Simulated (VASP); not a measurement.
Wanted: the native input for a VASP 6.6.1 run.

```yaml
Task: single point
Functional: LDA
Potentials_or_basis: VASP PAW LDA potentials, release 64 (Sc_sv)
Cutoff: 520 eV
k_mesh: 9 × 9 × 5
Occupations: fermi-dirac, width 0.1 eV
Spin: no spin polarisation
Dipole_correction: no
Further_INCAR_settings: ALGO = Normal; EDIFF = 1e-07; NBANDS = 18
```

The structure of Sc lies in POSCAR:

```
Sc
1.0
    3.2261910219      0.0000000000      0.0000000000
   -1.6130955110      2.7939633825      0.0000000000
    0.0000000000      0.0000000000      5.0140972393
Sc
2
Direct
    0.3333333333      0.6666666667      0.2500000000
    0.6666666667      0.3333333333      0.7500000000
```

One way to write it, as run:

INCAR

```
PREC     = Accurate       # precision mode
ENCUT    = 520            # plane-wave cutoff, eV
EDIFF    = 1E-7           # SCF threshold, eV
ISMEAR   = -1             # smearing method
SIGMA    = 0.1            # smearing width, eV
LREAL    = F              # projectors in reciprocal space
LASPH    = T              # aspherical terms in the spheres
NELM     = 100            # most SCF steps
ALGO     = Normal         # electronic algorithm
ISIF     = 2              # what is computed and relaxed
LWAVE    = F              # write WAVECAR
LCHARG   = F              # write CHGCAR
NBANDS   = 18             # bands
```

KPOINTS

```
regular mesh
0
Gamma
  9 9 5
```

Potentials or basis: VASP PAW LDA potentials, release 64 (Sc_sv).

The run is started by

```console
$ cat potpaw_LDA.64/Sc_sv/POTCAR > POTCAR
$ mpirun -np 1 vasp_std > vasp.out
```

It gave:

| Quantity | Value |
| --- | --- |
| Pressure | 0.1 GPa |
| Band gap on the k mesh | zero (bands 11 and 12 overlap by 1.54 eV) |

Wall time 31 s on 1 thread of AMD EPYC 7R13, on a shared host, peak memory 0.12 GiB.
